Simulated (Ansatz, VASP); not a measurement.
## One calculation of MgF2, two programs

Contents of POSCAR:

```
MgF2
1.0
    4.4591847960      0.0000000000      0.0000000000
    0.0000000000      4.4591847960      0.0000000000
    0.0000000000      0.0000000000      3.1815332280
Mg F
2 4
Direct
    0.0000000000      0.0000000000      0.0000000000
    0.5000000000      0.5000000000      0.5000000000
    0.2915560807      0.2915560807      0.0000000000
    0.2084439193      0.7915560807      0.5000000000
    0.7084439193      0.7084439193      0.0000000000
    0.7915560807      0.2084439193      0.5000000000
```

File INCAR.step1:

```
PREC = Accurate ; ENCUT = 660
ISMEAR = 0 ; SIGMA = 0.02
LREAL = F ; LASPH = T
NELM = 120 ; NBANDS = 25
GGA = PE ; ALGO = Normal
EDIFF = 1E-5 ; LWAVE = T
LCHARG = F ; GGA_COMPAT = F
```

The input INCAR.step2:

```
PREC = Accurate ; ENCUT = 660
EDIFF = 1E-6 ; ISMEAR = 0
SIGMA = 0.02 ; LREAL = F
LASPH = T ; NELM = 120
ALGO = Normal ; ISIF = 2
LWAVE = F ; LCHARG = F
METAGGA = R2SCAN ; LMIXTAU = T
NBANDS = 25 ; ISTART = 1
GGA_COMPAT = F
```

File KPOINTS:

```
Automatic mesh
0
Gamma
  6 6 8
```

Input for Ansatz:

```yaml
crystal:
  lattice:
    - [4.459184796, 0.0, 0.0]
    - [0.0, 4.459184796, 0.0]
    - [0.0, 0.0, 3.181533228]
  atoms:
    - { symbol: Mg, position: [0.0, 0.0, 0.0] }
    - { symbol: Mg, position: [0.5, 0.5, 0.5] }
    - { symbol: F, position: [0.2915560807, 0.2915560807, 0.0] }
    - { symbol: F, position: [0.2084439193, 0.7915560807, 0.5] }
    - { symbol: F, position: [0.7084439193, 0.7084439193, 0.0] }
    - { symbol: F, position: [0.7915560807, 0.2084439193, 0.5] }
basis:
  ecutwfc: 500
kpoints:
  mp_grid: { grid: [6, 6, 8] }
hamiltonian:
  xc: r2scan
scf:
  occupations: { method: gaussian, width: 0.02 }
output:
  forces: true
  stress: true
  eigenvalues: true
```

Alike in both runs: task single point; functional r2SCAN; k mesh 6 × 6 × 8; occupations gaussian, width 0.02 eV; no spin polarisation.

```csv
,VASP,Ansatz
version,VASP 6.6.1,Ansatz 0.2.0
potentials or method,"VASP PAW PBE potentials, release 64 (Mg, F), cutoff 660 eV","scalar-relativistic, plane waves, PAW"
valence electrons in the cell,32,48
```

|  | VASP | Ansatz | Ansatz less VASP |
| --- | --- | --- | --- |
| gap on the k mesh at the Fermi level (eV) | 8.12 | 8.15 | +0.037 |
| least direct gap on the mesh (eV) | 8.12 | 8.15 | +0.037 |
| pressure (GPa) | 3.0 | 4.3 | +1.34 |
| traceless stress, the component that is largest in VASP (GPa) | -10.14 | -9.88 | +0.267 |
| rms of the force components (eV/Å) | 0.623 | 0.611 | -0.0113 |

VASP's potentials were made for PBE, not for r2SCAN. Atom by atom the forces differ by 0.011 eV/Å (rms over components). VASP's potentials hold 32 valence electrons a cell and Ansatz's 48, so a difference there can come from the potentials and not from the codes.
